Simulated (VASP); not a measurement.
# CdF2 (P-4m2) in VASP: further runs, part 3 of 3

VASP 6.6.1. Earlier steps stand in the parts before.

## Step 4: Relaxation of cell and atoms, PBE (atoms taken out)

Contents of INCAR:

```
SYSTEM = CdF2
PREC = Accurate
ENCUT = 600
EDIFF = 1E-6
ISMEAR = 0
SIGMA = 0.1
LREAL = .False.
LASPH = .True.
NELM = 60
ALGO = Normal
ISIF = 3
LWAVE = .False.
LCHARG = .False.
GGA = PE
IBRION = 2
NSW = 90
EDIFFG = -0.04
```

Contents of KPOINTS:

```
Automatic mesh
0
Gamma
  4 4 4
  0 0 0
```

Contents of POSCAR:

```
CdF2
1.0
    4.0836437200      0.0000000000      0.0000000000
    0.0000000000      4.0836437200      0.0000000000
    0.0000000000      0.0000000000      5.7751443400
Cd F
1 2
Direct
    0.0000000000      0.0000000000      0.0000000000
    0.5000000000      0.0000000000      0.2500000000
    0.0000000000      0.5000000000      0.7500000000
```

On the command line:

```
$ cat potpaw_PBE.64/Cd/POTCAR potpaw_PBE.64/F/POTCAR > POTCAR
$ mpirun -np 1 vasp_std > vasp.out
```

It took 6.4 min on 1 thread of Intel Xeon 6975P-C (Granite Rapids), shared host; peak memory 0.27 GiB.

Results (log left out):

- Free energy: -10.4341 eV
- Relaxed volume: 15.65 Å³/atom
- Relaxed cell: a = 3.796 Å, b = 3.796 Å, c = 3.257 Å, α = 90.00°, β = 90.00°, γ = 90.00°
- Space group after relaxing (to 0.1 Å): P-4m2 (No. 115)
- Energy gained by relaxing: 548.3 meV/atom
- Ionic steps: 40
- Pressure after relaxing: -0.1 GPa
- Largest force after relaxing: 0.021 eV/Å
- Band gap on the k mesh: 2.52 eV (least direct gap 2.67 eV)

Forces on the atoms (eV/Å):
```
Cd   0.000  0.000  0.000
F    0.000  0.000  0.021
F    0.000  0.000 -0.021
```

Stress tensor (GPa, compression positive):
```
-0.26  0.00  0.00
 0.00 -0.26  0.00
 0.00  0.00  0.36
```

The path:
```csv
step,energy change (eV),largest force (eV/Å),pressure (GPa),volume (Å³)
1,0.0000,1.9210,-8.51,96.31
2,-1.2885,0.9362,-4.60,74.44
3,-1.4422,0.1268,0.38,67.10
4,-1.4589,0.1255,0.16,67.46
5,-1.4927,0.1342,-0.69,68.43
6,-1.4819,0.1879,-2.68,69.89
7,-1.5004,0.1580,-1.37,68.99
8,-1.5116,0.0144,-0.53,67.77
9,-1.5142,0.0849,0.09,66.90
10,-1.5142,0.0948,0.15,66.82
11,-1.5159,0.0920,0.04,66.66
12,-1.5190,0.0838,-0.28,66.16
13,-1.5175,0.0694,-0.99,65.05
14,-1.5197,0.0792,-0.50,65.83
15,-1.5214,0.1035,-0.37,65.25
16,-1.5248,0.1760,0.07,63.55
17,-1.5236,0.3240,1.07,60.14
18,-1.5255,0.2426,0.49,62.03
19,-1.5267,0.2430,0.45,61.74
20,-1.5300,0.2446,0.35,60.85
21,-1.5346,0.2543,0.16,59.05
22,-1.5292,0.2967,-0.06,55.35
23,-1.5343,0.2716,0.11,57.93
24,-1.5394,0.2491,-0.11,57.70
25,-1.5525,0.1818,-0.78,57.02
26,-1.5701,0.0553,-2.02,55.64
27,-1.5776,0.1470,-4.10,52.91
28,-1.5793,0.1481,-4.09,52.75
29,-1.5844,0.1495,-4.04,52.28
30,-1.5940,0.1515,-3.92,51.35
31,-1.6103,0.1491,-3.53,49.51
32,-1.6246,0.1105,-1.77,45.95
33,-1.6248,0.1186,-2.11,46.46
34,-1.6293,0.1004,-1.85,46.51
35,-1.6393,0.0338,-0.93,46.66
36,-1.6386,0.1574,1.34,46.94
37,-1.6428,0.0467,0.05,46.80
38,-1.6428,0.0533,0.12,46.81
39,-1.6434,0.0453,0.07,46.84
40,-1.6448,0.0211,-0.06,46.94
```

Final structure:
```yaml
crystal:
  lattice:
    - [3.79593, 0.00000, 0.00000]
    - [0.00000, 3.79593, 0.00000]
    - [0.00000, 0.00000, 3.25741]
  atoms:
    - { symbol: Cd, position: [0.00000, 0.00000, 0.00000] }
    - { symbol: F, position: [0.50000, 0.00000, 0.33889] }
    - { symbol: F, position: [0.00000, 0.50000, 0.66111] }
```

Levels at points of the mesh, in eV from the valence-band top:
| k point | band 9 | band 10 | band 11 | band 12 | band 13 | band 14 | band 15 | band 16 | band 17 |
| --- | --- | --- | --- | --- | --- | --- | --- | --- | --- |
| (0.00, 0.00, 0.00) | -1.80 | -0.84 | -0.40 | -0.16 | -0.16 | 2.52 | 12.12 | 13.19 | 13.93 |
| (0.50, 0.00, 0.00) | -1.29 | -1.03 | -0.69 | -0.51 | -0.43 | 5.49 | 8.24 | 14.22 | 14.33 |
| (0.50, 0.50, 0.00) | -1.16 | -0.67 | -0.67 | -0.24 | -0.03 | 7.64 | 9.00 | 9.00 | 12.47 |
| (0.00, 0.00, 0.50) | -0.54 | -0.54 | -0.50 | -0.48 | -0.48 | 6.95 | 7.49 | 13.31 | 13.31 |
| (0.50, 0.00, 0.50) | -2.16 | -0.47 | -0.45 | -0.42 | -0.39 | 6.74 | 9.47 | 10.21 | 14.01 |
| (0.50, 0.50, 0.50) | -1.87 | -1.85 | -1.85 | -1.28 | 0.00 | 7.67 | 10.49 | 12.02 | 12.02 |

Caveat: the cell differs from its parent crystal (atoms taken out); the volume moved by over 15 % at a fixed basis, so the end points are rough.

## Step 5: Relaxation of cell and atoms, PBE (atoms taken out)

Contents of INCAR:

```
PREC = Accurate
ENCUT = 600
EDIFF = 1E-6
ISMEAR = 0
SIGMA = 0.02
LREAL = F
LASPH = T
NELM = 100
ALGO = Normal
ISIF = 3
LWAVE = F
LCHARG = F
GGA = PE
IBRION = 2
NSW = 100
EDIFFG = -0.01
```

Contents of KPOINTS:

```
Automatic mesh
0
Gamma
  6 6 8
```

Contents of POSCAR:

```
CdF2
1.0
    3.7806316244      0.0000000000      0.0000000000
    0.0000000000      3.7806316244      0.0000000000
    0.0000000000      0.0000000000      3.2956069518
Cd F
1 2
Direct
    0.0000000000      0.0000000000      0.0000000000
    0.5000000000      0.0000000000      0.3310550482
    0.0000000000      0.5000000000      0.6689449518
```

On the command line:

```
$ cat potpaw_PBE.64/Cd/POTCAR potpaw_PBE.64/F/POTCAR > POTCAR
$ mpirun -np 1 vasp_std > vasp.out
```

Run time: 94 s. Hardware: 1 thread of Intel Xeon 6975P-C (Granite Rapids), shared host; peak memory 0.19 GiB.

The run converged. Its results:

| Quantity | Value |
| --- | --- |
| Free energy | -10.3907 eV |
| Relaxed volume | 15.36 Å³/atom |
| Relaxed cell | a = 3.781 Å, b = 3.781 Å, c = 3.225 Å, α = 90.00°, β = 90.00°, γ = 90.00° |
| Space group after relaxing (to 0.1 Å) | P-4m2 (No. 115) |
| Energy gained by relaxing | 1.4 meV/atom |
| Ionic steps | 10 |
| Pressure after relaxing | 0.0 GPa |
| Largest force after relaxing | 0.004 eV/Å |
| Band gap on the k mesh | 2.45 eV (least direct gap 2.64 eV) |

Forces on the atoms (eV/Å):
```
Cd   0.000  0.000  0.000
F    0.000  0.000  0.004
F    0.000  0.000 -0.004
```

Stress tensor (GPa, compression positive):
```
-0.05  0.00  0.00
 0.00 -0.05  0.00
 0.00  0.00  0.06
```

Step by step:
| step | energy change (eV) | largest force (eV/Å) | pressure (GPa) | volume (Å³) |
| --- | --- | --- | --- | --- |
| 1 | 0.0000 | 0.0867 | 0.53 | 47.10 |
| 2 | -0.0009 | 0.0345 | -0.22 | 47.46 |
| 3 | -0.0009 | 0.0381 | -0.15 | 47.43 |
| 4 | -0.0011 | 0.0357 | -0.16 | 47.37 |
| 5 | -0.0018 | 0.0323 | -0.13 | 47.19 |
| 6 | -0.0029 | 0.0241 | -0.06 | 46.83 |
| 7 | -0.0040 | 0.0102 | 0.14 | 46.13 |
| 8 | -0.0032 | 0.0417 | -0.72 | 46.39 |
| 9 | -0.0041 | 0.0024 | -0.06 | 46.19 |
| 10 | -0.0041 | 0.0037 | -0.01 | 46.09 |

Final structure:
```
Cd F
1.0
     3.78081    0.00000    0.00000
     0.00000    3.78081    0.00000
     0.00000    0.00000    3.22462
Cd F
1 2
Cartesian
  3.7808 0.0000 0.0000
  1.8904 3.7808 1.1257
  3.7808 1.8904 2.0989
```

Levels at points of the mesh, in eV from the valence-band top:
| k point | band 10 | band 11 | band 12 | band 13 | band 14 | band 15 | band 16 | band 17 |
| --- | --- | --- | --- | --- | --- | --- | --- | --- |
| (0.00, 0.00, 0.00) | -0.88 | -0.53 | -0.20 | -0.20 | 2.45 | 12.10 | 13.45 | 13.94 |
| (0.50, 0.00, 0.00) | -1.10 | -0.69 | -0.60 | -0.49 | 5.47 | 8.19 | 14.26 | 14.48 |
| (0.50, 0.50, 0.00) | -0.68 | -0.68 | -0.26 | -0.04 | 7.64 | 8.97 | 8.97 | 12.46 |
| (0.00, 0.00, 0.50) | -0.57 | -0.53 | -0.49 | -0.49 | 7.03 | 7.51 | 13.20 | 13.20 |
| (0.50, 0.00, 0.50) | -0.51 | -0.51 | -0.48 | -0.47 | 6.77 | 9.53 | 10.16 | 13.84 |
| (0.50, 0.50, 0.50) | -1.97 | -1.80 | -1.40 | 0.00 | 7.54 | 10.63 | 12.07 | 12.07 |

Caveat: the cell differs from its parent crystal (atoms taken out). A k mesh can miss the band edges.

## Step 6: Relaxation of cell and atoms, PBE (atoms taken out)

Contents of INCAR:

```
  PREC = Accurate
  ENCUT = 600
  EDIFF = 1E-6
  ISMEAR = 0
  SIGMA = 0.02
  LREAL = F
  LASPH = T
  NELM = 100
  ALGO = Normal
  ISIF = 3
  LWAVE = F
  LCHARG = F
  GGA = PE
  IBRION = 2
  NSW = 100
  EDIFFG = -0.01
```

Contents of KPOINTS:

```
regular mesh
0
Gamma
  6 6 4
```

Contents of POSCAR:

```
CdF2
1.0
    3.8524944417      0.0000000000      0.0000000000
    0.0000000000      3.8524944417      0.0000000000
    0.0000000000      0.0000000000      5.5599671426
Cd F
1 2
Direct
    0.0000000000      0.0000000000      0.0000000000
    0.5000000000      0.0000000000      0.1712881996
    0.0000000000      0.5000000000      0.8287118004
```

Potentials or basis: VASP PAW PBE potentials, release 64 (Cd, F).

On the command line:

```
$ cat potpaw_PBE.64/Cd/POTCAR potpaw_PBE.64/F/POTCAR > POTCAR
$ mpirun -np 1 vasp_std > vasp.out
```

Wall time 6.7 min (1 thread of Intel Xeon 6975P-C (Granite Rapids), shared host); peak memory 0.25 GiB.

It converged, with:

```
Free energy                           : -10.4240 eV
Relaxed volume                        : 15.49 Å³/atom
Relaxed cell                          : a = 3.774 Å, b = 3.774 Å, c = 3.263 Å, α = 90.00°, β = 90.00°, γ = 90.00°
Space group after relaxing (to 0.1 Å) : P-4m2 (No. 115)
Energy gained by relaxing             : 65.5 meV/atom
Ionic steps                           : 35
Pressure after relaxing               : 0.0 GPa
Largest force after relaxing          : 0.009 eV/Å
Band gap on the k mesh                : 2.48 eV (least direct gap 2.65 eV)
```

Forces on the atoms (eV/Å):
```
Cd   0.000  0.000  0.000
F    0.000  0.000 -0.009
F    0.000  0.000  0.009
```

Stress tensor (GPa, compression positive):
```
 0.09  0.00  0.00
 0.00  0.09  0.00
 0.00  0.00 -0.05
```

Step by step:
| step | energy change (eV) | largest force (eV/Å) | pressure (GPa) | volume (Å³) |
| --- | --- | --- | --- | --- |
| 1 | 0.0000 | 0.0706 | 0.21 | 82.52 |
| 2 | -0.0010 | 0.0149 | -0.16 | 82.96 |
| 3 | -0.0010 | 0.0103 | -0.19 | 82.99 |
| 4 | -0.0017 | 0.0127 | -0.19 | 82.76 |
| 5 | -0.0038 | 0.0193 | -0.21 | 82.05 |
| 6 | -0.0083 | 0.0327 | -0.22 | 80.62 |
| 7 | -0.0171 | 0.0636 | -0.24 | 77.72 |
| 8 | -0.0313 | 0.1407 | -0.11 | 71.71 |
| 9 | -0.0127 | 0.3643 | 0.59 | 58.84 |
| 10 | -0.0303 | 0.2514 | 0.36 | 67.06 |
| 11 | -0.0245 | 0.3221 | 0.52 | 62.29 |
| 12 | -0.0249 | 0.3186 | 0.47 | 62.17 |
| 13 | -0.0259 | 0.3077 | 0.30 | 61.80 |
| 14 | -0.0268 | 0.2883 | -0.04 | 61.05 |
| 15 | -0.0282 | 0.2850 | -0.06 | 61.01 |
| 16 | -0.0325 | 0.2790 | -0.12 | 60.91 |
| 17 | -0.0408 | 0.2644 | -0.22 | 60.70 |
| 18 | -0.0566 | 0.2340 | -0.44 | 60.28 |
| 19 | -0.0843 | 0.1555 | -0.93 | 59.46 |
| 20 | -0.1172 | 0.0568 | -2.20 | 57.82 |
| 21 | -0.1256 | 0.0319 | -1.84 | 57.13 |
| 22 | -0.1418 | 0.0455 | -0.63 | 55.10 |
| 23 | -0.1312 | 0.2107 | 2.30 | 51.17 |
| 24 | -0.1449 | 0.0994 | 0.27 | 53.79 |
| 25 | -0.1469 | 0.0909 | 0.25 | 53.49 |
| 26 | -0.1521 | 0.0660 | 0.22 | 52.61 |
| 27 | -0.1596 | 0.0170 | 0.28 | 50.86 |
| 28 | -0.1593 | 0.0714 | 0.88 | 47.47 |
| 29 | -0.1624 | 0.0156 | 0.52 | 49.37 |
| 30 | -0.1706 | 0.0524 | 0.04 | 49.07 |
| 31 | -0.1862 | 0.1212 | -1.07 | 48.16 |
| 32 | -0.1753 | 0.1176 | -2.00 | 46.17 |
| 33 | -0.1910 | 0.1128 | -1.25 | 47.73 |
| 34 | -0.1959 | 0.0186 | 0.44 | 46.15 |
| 35 | -0.1964 | 0.0087 | 0.05 | 46.48 |

Final structure:
```cif
data_structure
_symmetry_space_group_name_H-M 'P 1'
_symmetry_Int_Tables_number 1
_cell_length_a 3.7738
_cell_length_b 3.7738
_cell_length_c 3.2634
_cell_angle_alpha 90.000
_cell_angle_beta 90.000
_cell_angle_gamma 90.000
_cell_volume 46.48
loop_
_atom_site_label
_atom_site_type_symbol
_atom_site_fract_x
_atom_site_fract_y
_atom_site_fract_z
_atom_site_occupancy
Cd1 Cd 0.00000 0.00000 0.00000 1
F1 F 0.50000 0.00000 0.34503 1
F2 F 0.00000 0.50000 0.65497 1
```

Levels at points of the mesh, in eV from the valence-band top:
```tsv
k point	band 9	band 10	band 11	band 12	band 13	band 14	band 15	band 16	band 17
(0.00, 0.00, 0.00)	-1.85	-0.89	-0.49	-0.17	-0.17	2.48	12.16	13.22	13.96
(0.50, 0.00, 0.00)	-1.32	-1.07	-0.71	-0.59	-0.47	5.50	8.17	14.30	14.32
(0.50, 0.50, 0.00)	-1.23	-0.70	-0.70	-0.27	-0.04	7.68	8.96	8.96	12.46
(0.00, 0.00, 0.50)	-0.55	-0.55	-0.51	-0.49	-0.49	6.92	7.54	13.25	13.25
(0.50, 0.00, 0.50)	-2.23	-0.49	-0.47	-0.45	-0.45	6.74	9.55	10.09	14.09
(0.50, 0.50, 0.50)	-1.92	-1.92	-1.84	-1.37	0.00	7.58	10.67	11.96	11.96
```

Caveat: the cell differs from its parent crystal (atoms taken out); the volume moved by over 15 % at a fixed basis, so the end points are rough. A k mesh can miss the band edges.

## Step 7: Summary

| task | cell | k mesh | cutoff (eV) | smearing | gap on the mesh (eV) | pressure (GPa) | relaxed volume (Å³/atom) | largest force (eV/Å) |
| --- | --- | --- | --- | --- | --- | --- | --- | --- |
| single point | a = 3.781, b = 3.781, c = 3.296 Å, 3 atoms, atomic positions A | 6 × 6 × 8 | 520 | gaussian 0.02 eV | 2.62 | 0.7 | - | 0.09 |
| single point | a = 3.296, b = 3.781, c = 7.561 Å, 6 atoms, atomic positions B | 4 × 4 × 2 | 520 | gaussian 0.1 eV | 2.62 | 0.7 | - | 0.09 |
| relaxation of cell and atoms | relaxed from a = 4.084, b = 4.084, c = 5.775 Å, 3 atoms, atomic positions C | 4 × 4 × 4 | 600 | gaussian 0.1 eV | 2.52 | -0.1 | 15.65 | 0.02 |
| relaxation of cell and atoms | relaxed from a = 3.781, b = 3.781, c = 3.296 Å, 3 atoms, atomic positions A | 6 × 6 × 8 | 600 | gaussian 0.02 eV | 2.45 | 0.0 | 15.36 | - |
| relaxation of cell and atoms | relaxed from a = 3.852, b = 3.852, c = 5.560 Å, 3 atoms, atomic positions D | 6 × 6 × 4 | 600 | gaussian 0.02 eV | 2.48 | 0.0 | 15.49 | 0.01 |

Alike in all rows: level PBE; potentials or basis VASP PAW PBE potentials, release 64 (Cd, F); no spin polarisation.

Caveats: some runs use coarse meshes; the volume moved by over 15 % at a fixed basis, so the end points are rough (at least some runs).

Total energies depend on the potentials used, so only differences within one code and one set of settings carry meaning.
